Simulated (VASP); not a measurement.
Wanted: the native input for a VASP 6.6.1 run.

- Task: single point
- Functional: PBE
- Potentials or basis: VASP PAW PBE potentials, release 64 (Rb_sv, O, Co)
- Cutoff: 520 eV
- k mesh: 5 × 5 × 5
- Occupations: fermi-dirac, width 0.01 eV
- Spin: no spin polarisation
- Dipole correction: no
- Further INCAR settings: ALGO = Normal; EDIFF = 1e-06; NBANDS = 28

The structure of Rb2CoO2 lies in POSCAR:

```
Rb2CoO2
1.0
    0.0000000000      4.2292600000      0.0000000000
    4.2292600000      0.0000000000      0.0000000000
    2.1146300000      2.1146300000     -6.6728100000
Rb O Co
2 2 1
Direct
    0.3451000000      0.3451000000      0.3098000000
    0.6549000000      0.6549000000      0.6902000000
    0.1273000000      0.1273000000      0.7454000000
    0.8727000000      0.8727000000      0.2546000000
    0.0000000000      0.0000000000      0.0000000000
```

These files were run (other wordings do the same):

INCAR

```
PREC     = Accurate       # precision mode
ENCUT    = 520            # plane-wave cutoff, eV
EDIFF    = 1E-6           # SCF threshold, eV
ISMEAR   = -1             # smearing method
SIGMA    = 0.01           # smearing width, eV
LREAL    = False          # projectors in reciprocal space
LASPH    = True           # aspherical terms in the spheres
NELM     = 100            # most SCF steps
ALGO     = Normal         # electronic algorithm
ISIF     = 2              # what is computed and relaxed
LWAVE    = False          # write WAVECAR
LCHARG   = False          # write CHGCAR
GGA      = PE             # functional
NBANDS   = 28             # bands
```

KPOINTS

```
regular mesh
0
Gamma
  5 5 5
```

Potentials or basis: VASP PAW PBE potentials, release 64 (Rb_sv, O, Co).

Launch:

```bash
$ cat potpaw_PBE.64/Rb_sv/POTCAR potpaw_PBE.64/O/POTCAR potpaw_PBE.64/Co/POTCAR > POTCAR
$ mpirun -np 1 vasp_std > vasp.out
```

It gave:

```json
{"Pressure": "-1.4 GPa", "Largest force": "0.719 eV/Å", "Band gap on the k mesh": "zero (an odd number of electrons rules out a gap without spin polarisation)"}
```

Caveat: an odd number of electrons without spin polarisation forces a metal; a magnetic or distorted state may lie lower; the run has no spin polarisation, though such a crystal can be magnetic.

Run time: 54 s on 1 thread of AMD EPYC 7R13 Processor (Zen 3), on a shared host, peak memory 0.22 GiB.
